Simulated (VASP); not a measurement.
# Sn4AsSe (P4mm) in VASP: a series of runs

Sn4AsSe is run at these levels: PBE; tasks: single point.

All numbers are computed with VASP 6.6.1; they aren't measurements. Logs are shortened: lines on timing, memory, paths and dates and some standing lists are left out, and cuts for length are marked.

### Step 1. The cell of the first run

It takes space group P4mm (No. 99, tetragonal). The conventional cell has a = 4.238 Å, b = 4.238 Å, c = 9.010 Å, α = 90.00°, β = 90.00°, γ = 90.00°. Sn (site symmetry 4mm) has 1 As at 2.81 Å and 4 Se at 3.00 Å and 1 Sn at 3.19 Å within 3.7 Å. Sn (site symmetry 4mm) has 1 Se at 2.86 Å and 4 As at 3.00 Å and 1 Sn at 3.08 Å within 3.8 Å. Sn (site symmetry 4mm) has 5 Sn at 3.00 to 3.19 Å and 1 As at 3.01 Å within 3.9 Å. Within 3.9 Å of Sn (site symmetry 4mm) lie 5 Sn at 3.00 to 3.08 Å and 1 Se at 3.07 Å. Within 3.7 Å of As (site symmetry 4mm) lie 6 Sn at 2.81 to 3.01 Å. Se (site symmetry 4mm) has 6 Sn at 2.86 to 3.07 Å within 3.8 Å.

The cell was generated, and may not be a known phase.

### Step 2. Single point, PBE

The input, INCAR:

```
PREC = Accurate
ENCUT = 520
EDIFF = 1E-7
ISMEAR = 0
SIGMA = 0.2
LREAL = False
LASPH = True
NELM = 100
ALGO = Normal
ISIF = 2
LWAVE = False
LCHARG = False
GGA = PE
NBANDS = 42
```

The input, KPOINTS:

```
Automatic mesh
0
Gamma
  4 4 2
```

The input, POSCAR:

```
Sn4AsSe
1.0
    4.2379015148      0.0000000000      0.0000000000
    0.0000000000      4.2379015148      0.0000000000
    0.0000000000      0.0000000000      9.0104830104
Sn As Se
4 1 1
Direct
    0.5000000000      0.5000000000      0.3447796788
    0.0000000000      0.0000000000      0.6612609081
    0.5000000000      0.5000000000      0.9902855826
    0.0000000000      0.0000000000      0.0036196629
    0.5000000000      0.5000000000      0.6560974442
    0.0000000000      0.0000000000      0.3439556935
```

Potentials or basis: VASP PAW PBE potentials, release 64 (Sn_d, As, Se).

The run is started by

```sh
cat potpaw_PBE.64/Sn_d/POTCAR potpaw_PBE.64/As/POTCAR potpaw_PBE.64/Se/POTCAR > POTCAR
mpirun -np 1 vasp_std > vasp.out
```

OUTCAR:

```text
PREC = Accurate
   ENCUT = 520
   EDIFF = 1E-7
   ISMEAR = 0
   LREAL = False
   LASPH = True
   NELM = 100
   ISIF = 2
   GGA = PE

 ion  position               nearest neighbor table
   1  0.500  0.500  0.345-   5 2.81   6 3.00   6 3.00   6 3.00   6 3.00   3 3.19
   2  0.000  0.000  0.661-   6 2.86   5 3.00   5 3.00   5 3.00   5 3.00   4 3.08
   3  0.500  0.500  0.990-   4 3.00   4 3.00   4 3.00   4 3.00   5 3.01   1 3.19
   4  0.000  0.000  0.004-   3 3.00   3 3.00   3 3.00   3 3.00   6 3.07   2 3.08
   5  0.500  0.500  0.656-   1 2.81   2 3.00   2 3.00   2 3.00   2 3.00   3 3.01
   6  0.000  0.000  0.344-   2 2.86   1 3.00   1 3.00   1 3.00   1 3.00   4 3.07

  LATTYP: Found a simple tetragonal cell.
 ALAT       =     4.2379015148
 C/A-ratio  =     2.1261662120

  Lattice vectors:

 A1 = (   4.2379015148,   0.0000000000,   0.0000000000)
 A2 = (   0.0000000000,   4.2379015148,   0.0000000000)
 A3 = (   0.0000000000,   0.0000000000,   9.0104830104)

Analysis of symmetry for initial positions (statically):
=====================================================================
 Subroutine PRICEL returns:
 Original cell was already a primitive cell.

 Routine SETGRP: Setting up the symmetry group for a
 simple tetragonal supercell.

 Subroutine GETGRP returns: Found  8 space group operations
 (whereof  8 operations were pure point group operations)
 out of a pool of 16 trial point group operations.

The static configuration has the point symmetry C_4v.

Analysis of symmetry for dynamics (positions and initial velocities):
=====================================================================
 Subroutine PRICEL returns:
 Original cell was already a primitive cell.

 Routine SETGRP: Setting up the symmetry group for a
 simple tetragonal supercell.

 Subroutine GETGRP returns: Found  8 space group operations
 (whereof  8 operations were pure point group operations)
 out of a pool of 16 trial point group operations.

The dynamic configuration has the point symmetry C_4v.

 Subroutine INISYM returns: Found  8 space group operations
 (whereof  8 operations are pure point group operations),
 and found     1 'primitive' translations

----------------------------------------------------------------------------------------

                                     Primitive cell

  volume of cell :     161.8266

  direct lattice vectors                    reciprocal lattice vectors
     4.237901515  0.000000000  0.000000000     0.235965842  0.000000000  0.000000000
     0.000000000  4.237901515  0.000000000     0.000000000  0.235965842  0.000000000
     0.000000000  0.000000000  9.010483010     0.000000000  0.000000000  0.110981842

  length of vectors
     4.237901515  4.237901515  9.010483010     0.235965842  0.235965842  0.110981842

  position of ions in fractional coordinates (direct lattice)
     0.500000000  0.500000000  0.344779679
     0.000000000  0.000000000  0.661260908
     0.500000000  0.500000000  0.990285583
     0.000000000  0.000000000  0.003619663
     0.500000000  0.500000000  0.656097444
     0.000000000  0.000000000  0.343955693

  ion indices of the primitive-cell ions
   primitive index   ion index
                 1           1
                 2           2
                 3           3
                 4           4
                 5           5
                 6           6

----------------------------------------------------------------------------------------

 KPOINTS: Automatic mesh

Automatic generation of k-mesh.
 Grid dimensions read from file:
 generate k-points for:    4    4    2

 Generating k-lattice:

  Cartesian coordinates                     Fractional coordinates (reciprocal lattice)
     0.058991461  0.000000000  0.000000000     0.250000000  0.000000000  0.000000000
     0.000000000  0.058991461  0.000000000     0.000000000  0.250000000  0.000000000
     0.000000000  0.000000000  0.055490921     0.000000000  0.000000000  0.500000000

  Length of vectors
     0.058991461  0.058991461  0.055490921

  Shift w.r.t. Gamma in fractional coordinates (k-lattice)
     0.000000000  0.000000000  0.000000000

 Subroutine IBZKPT returns following result:
 ===========================================

 Found     12 irreducible k-points:

 Following reciprocal coordinates:
            Coordinates               Weight
  0.000000  0.000000  0.000000      1.000000
  0.250000  0.000000  0.000000      4.000000
  0.500000  0.000000  0.000000      2.000000
  0.250000  0.250000  0.000000      4.000000
  0.500000  0.250000  0.000000      4.000000
  0.500000  0.500000  0.000000      1.000000
  0.000000  0.000000  0.500000      1.000000
  0.250000  0.000000  0.500000      4.000000
  0.500000  0.000000  0.500000      2.000000
  0.250000  0.250000  0.500000      4.000000
  0.500000  0.250000  0.500000      4.000000
  0.500000  0.500000  0.500000      1.000000
   k-points           NKPTS =     12   k-points in BZ     NKDIM =     12   number of bands    NBANDS=     42
   number of dos      NEDOS =    301   number of ions     NIONS =      6
   total plane-waves  NPLWV =  71680
   dimension x,y,z NGX =    32 NGY =   32 NGZ =   70
   dimension x,y,z NGXF=    64 NGYF=   64 NGZF=  140
   ions per type =               4   1   1
   NGX,Y,Z   is equivalent  to a cutoff of  12.55, 12.55, 12.92 a.u.
   NGXF,Y,Z  is equivalent  to a cutoff of  25.11, 25.11, 25.83 a.u.
 SYSTEM =  unknown system
   PREC   = accura    normal or accurate (medium, high low for compatibility)
   ISTART =      0    job   : 0-new  1-cont  2-samecut
   ICHARG =      2    charge: 1-file 2-atom 10-const
   ISPIN  =      1    spin polarized calculation?
   LNONCOLLINEAR =      F non collinear calculations
   LSORBIT =      F    spin-orbit coupling
   LASPH  =      T    aspherical Exc in radial PAW
   ENCUT  =  520.0 eV  38.22 Ry    6.18 a.u.   7.88  7.88 16.75*2*pi/ulx,y,z
   NELM   =    100;   NELMIN=  2; NELMDL= -5     # of ELM steps
   EDIFF  = 0.1E-06   stopping-criterion for ELM
   LREAL  =      F    real-space projection
   EDIFFG = 0.1E-05   stopping-criterion for IOM
   NSW    =      0    number of steps for IOM
   IBRION =     -1    ionic relax: 0-MD 1-quasi-New 2-CG
   NFREE  =      0    steps in history (QN), initial steepest desc. (CG)
   ISIF   =      2    stress and relaxation
   ISYM   =      2    0-nonsym 1-usesym 2-fastsym
   POTIM  = 0.5000    time-step for ionic-motion
   TEBEG  =    0.0;   TEEND  =   0.0 temperature during run
   PSTRESS=    0.0 pullay stress
   NELECT =      67.0000    total number of electrons
   NUPDOWN=      -1.0000    fix difference up-down
   EMIN   =  10.00;   EMAX   =-10.00  energy-range for DOS
   EFERMI =   0.00;   METHOD = LEGACY
   ISMEAR =     0;   SIGMA  =   0.20  broadening in eV -4-tet -1-fermi 0-gaus
   EFERMI_NEDOS =   21; number of points for ismear=-14 and -15
   IALGO  =     38    algorithm
   IMIX   =      4    mixing-type and parameters
     AMIX     =   0.40;   BMIX     =  1.00
     AMIX_MAG =   1.60;   BMIX_MAG =  1.00
  volume/ion in A,a.u.               =      26.97       182.01
  Fermi-wavevector in a.u.,A,eV,Ry     =   1.220159  2.305767 20.256197  1.488788
  Thomas-Fermi vector in A             =   2.355386
   LORBIT       =      0    0 simple, 1 ext, 2 COOP (PROOUT), +10 PAW based schemes
   GGA     = PE    functional components
   LHFCALC =     F    Hartree Fock is set to
   AEXX    =    0.0000 exact exchange contribution
   IVDW    =     0    specifies the selected vdW correction
   LEPSILON=     F    determine dielectric tensor
   LRPA    =     F    only Hartree local field effects (RPA)
 non-spin polarized calculation
 Gauss-broadening in eV      SIGMA  =   0.20
  energy-cutoff  :      520.00
  volume of cell :      161.83
 maximum number of plane-waves:      4377
 NGX is ok and might be reduce to    32
   NGX = 15   NGY = 15   NGZ = 33

 number of electron      67.0000030 magnetization

 Free energy of the ion-electron system (eV)
  ---------------------------------------------------
  ext. energy  EPLUGINS =         0.00000000
  ---------------------------------------------------
  free energy    TOTEN  =       -24.23260507 eV

  energy without entropy =      -24.17446963  energy(sigma->0) =      -24.20353735

 E-fermi :   6.2646     XC(G=0):  -9.8791

 val. band max:        6.2641152598   @ k =   0.2500   0.0000   0.5000
 cond. band min:       6.2887035542   @ k =   0.5000   0.5000   0.0000
 fundamental gap:      0.0245882944
 Fermi energy:         6.2645954798

 k-point     1 :       0.0000    0.0000    0.0000
  band No.  band energies     occupation
      1     -15.3284      2.00000
      2     -15.3206      2.00000
      3     -15.2770      2.00000
      4     -15.2406      2.00000
      5     -15.2223      2.00000
      6     -15.2223      2.00000
[... 34 lines left out ...]
     41      11.0868      0.00000
     42      11.5274      0.00000

 k-point     2 :       0.2500    0.0000    0.0000
  band No.  band energies     occupation
      1     -15.3248      2.00000
      2     -15.3232      2.00000
      3     -15.2351      2.00000
      4     -15.2244      2.00000
      5     -15.2223      2.00000
      6     -15.1963      2.00000
[... 34 lines left out ...]
     41      10.9016      0.00000
     42      11.4294      0.00000

 k-point     3 :       0.5000    0.0000    0.0000
  band No.  band energies     occupation
      1     -15.3290      2.00000
      2     -15.3183      2.00000
      3     -15.2294      2.00000
      4     -15.2264      2.00000
      5     -15.2218      2.00000
      6     -15.1066      2.00000
[... 34 lines left out ...]
     41       9.1024      0.00000
     42       9.1629      0.00000

 k-point     4 :       0.2500    0.2500    0.0000
  band No.  band energies     occupation
      1     -15.3313      2.00000
      2     -15.3176      2.00000
      3     -15.2356      2.00000
      4     -15.2244      2.00000
      5     -15.2241      2.00000
      6     -15.1915      2.00000
[... 34 lines left out ...]
     41      11.5777      0.00000
     42      11.8897      0.00000

 k-point     5 :       0.5000    0.2500    0.0000
  band No.  band energies     occupation
      1     -15.3377      2.00000
      2     -15.3122      2.00000
      3     -15.2306      2.00000
      4     -15.2264      2.00000
      5     -15.2240      2.00000
      6     -15.1507      2.00000
[... 34 lines left out ...]
     41      11.6594      0.00000
     42      12.0218      0.00000

 k-point     6 :       0.5000    0.5000    0.0000
  band No.  band energies     occupation
      1     -15.3463      2.00000
      2     -15.3064      2.00000
      3     -15.2336      2.00000
      4     -15.2263      2.00000
      5     -15.2263      2.00000
      6     -15.1869      2.00000
[... 34 lines left out ...]
     41      12.3784      0.00000
     42      12.3784      0.00000

 k-point     7 :       0.0000    0.0000    0.5000
  band No.  band energies     occupation
      1     -15.3284      2.00000
      2     -15.3206      2.00000
      3     -15.2770      2.00000
      4     -15.2418      2.00000
      5     -15.2225      2.00000
      6     -15.2225      2.00000
[... 34 lines left out ...]
     41      11.7520      0.00000
     42      11.8590      0.00000

 k-point     8 :       0.2500    0.0000    0.5000
  band No.  band energies     occupation
      1     -15.3248      2.00000
      2     -15.3232      2.00000
      3     -15.2353      2.00000
      4     -15.2244      2.00000
      5     -15.2224      2.00000
      6     -15.1962      2.00000
[... 34 lines left out ...]
     41      10.8557      0.00000
     42      11.2434      0.00000

 k-point     9 :       0.5000    0.0000    0.5000
  band No.  band energies     occupation
      1     -15.3290      2.00000
      2     -15.3183      2.00000
      3     -15.2290      2.00000
      4     -15.2264      2.00000
      5     -15.2218      2.00000
      6     -15.1049      2.00000
[... 34 lines left out ...]
     41       9.0888      0.00000
     42       9.4868      0.00000

 k-point    10 :       0.2500    0.2500    0.5000
  band No.  band energies     occupation
      1     -15.3312      2.00000
      2     -15.3176      2.00000
      3     -15.2360      2.00000
      4     -15.2245      2.00000
      5     -15.2241      2.00000
      6     -15.1897      2.00000
[... 34 lines left out ...]
     41      10.7578      0.00000
     42      10.8338      0.00000

 k-point    11 :       0.5000    0.2500    0.5000
  band No.  band energies     occupation
      1     -15.3376      2.00000
      2     -15.3122      2.00000
      3     -15.2299      2.00000
      4     -15.2265      2.00000
      5     -15.2241      2.00000
      6     -15.1499      2.00000
[... 34 lines left out ...]
     41      10.6328      0.00000
     42      10.7293      0.00000

 k-point    12 :       0.5000    0.5000    0.5000
  band No.  band energies     occupation
      1     -15.3461      2.00000
      2     -15.3064      2.00000
      3     -15.2328      2.00000
      4     -15.2266      2.00000
      5     -15.2266      2.00000
      6     -15.1865      2.00000
[... 34 lines left out ...]
     41      11.6349      0.00000
     42      11.6349      0.00000

------------------------ aborting loop because EDIFF is reached ----------------------------------------

  FORCE on cell =-STRESS in cart. coord.  units (eV):
  Direction    XX          YY          ZZ          XY          YZ          ZX
  --------------------------------------------------------------------------------------
  -------------------------------------------------------------------------------------
  Total        0.0472280      0.0472280      0.5117941      0.0000000      0.0000000      0.0000000
  in kB        0.4675850      0.4675850      5.0670599      0.0000000      0.0000000      0.0000000
  external PRESSURE =       2.0007433 kB  Pullay stress =       0.0000000 kB

 VOLUME and BASIS-vectors are now :
 -----------------------------------------------------------------------------
  energy-cutoff  :      520.00
  volume of cell :      161.83
      direct lattice vectors                 reciprocal lattice vectors
     4.237901515  0.000000000  0.000000000     0.235965842  0.000000000  0.000000000
     0.000000000  4.237901515  0.000000000     0.000000000  0.235965842  0.000000000
     0.000000000  0.000000000  9.010483010     0.000000000  0.000000000  0.110981842

 POSITION                                       TOTAL-FORCE (eV/Angst)
 -----------------------------------------------------------------------------------
      2.11895      2.11895      3.10663         0.000000      0.000000      0.021731
      0.00000      0.00000      5.95828         0.000000     -0.000000     -0.040771
      2.11895      2.11895      8.92295         0.000000     -0.000000     -0.003868
      0.00000      0.00000      0.03261         0.000000      0.000000      0.039858
      2.11895      2.11895      5.91175         0.000000      0.000000     -0.016028
      0.00000      0.00000      3.09921         0.000000      0.000000     -0.000923
 -----------------------------------------------------------------------------------
    total drift:                                0.000000     -0.000000     -0.000219

  FREE ENERGIE OF THE ION-ELECTRON SYSTEM (eV)
  ---------------------------------------------------
  free  energy   TOTEN  =       -24.2326050665 eV

  energy  without entropy=      -24.1744696255  energy(sigma->0) =      -24.20353735
```

Run time: 2 min. Hardware: 1 thread of Oxide Virtual Turin-like, shared host; peak memory 0.25 GiB.

What came out:

| Quantity | Value |
| --- | --- |
| Free energy | -24.2326 eV |
| Pressure | 0.2 GPa |
| Largest force | 0.041 eV/Å |
| Band gap on the k mesh | zero (an odd number of electrons rules out a gap without spin polarisation) |

Forces in eV/Å, atoms in the order of the input:
```
Sn   0.000  0.000  0.022
Sn   0.000  0.000 -0.041
Sn   0.000  0.000 -0.004
Sn   0.000  0.000  0.040
As   0.000  0.000 -0.016
Se   0.000  0.000 -0.001
```

Levels at points of the mesh, in eV from the Fermi level:
```
           k point  band 32  band 33  band 34  band 35  band 36  band 37
(0.00, 0.00, 0.00)    -1.70    -0.81    -0.81     0.96     2.35     3.07
(0.50, 0.00, 0.00)    -0.59     0.14     0.36     1.23     1.40     1.42
(0.50, 0.50, 0.00)    -3.23    -1.68    -0.66     0.02     0.33     4.17
(0.00, 0.00, 0.50)    -1.27    -0.55    -0.55     1.12     1.89     3.39
(0.50, 0.00, 0.50)     0.06     0.76     0.96     1.01     1.05     2.41
(0.50, 0.50, 0.50)    -2.72    -2.72    -2.53     2.54     3.05     3.05
```

Caveat: the k points lie up to 0.37 Å⁻¹ apart, too coarse for converged energies and pressures of a metal; spin-orbit coupling is left out, which moves the levels of the heavy elements.

(Continued in part 2 of 2.)

The gap in the log of VASP goes by the Fermi energy; the results here count the filled bands.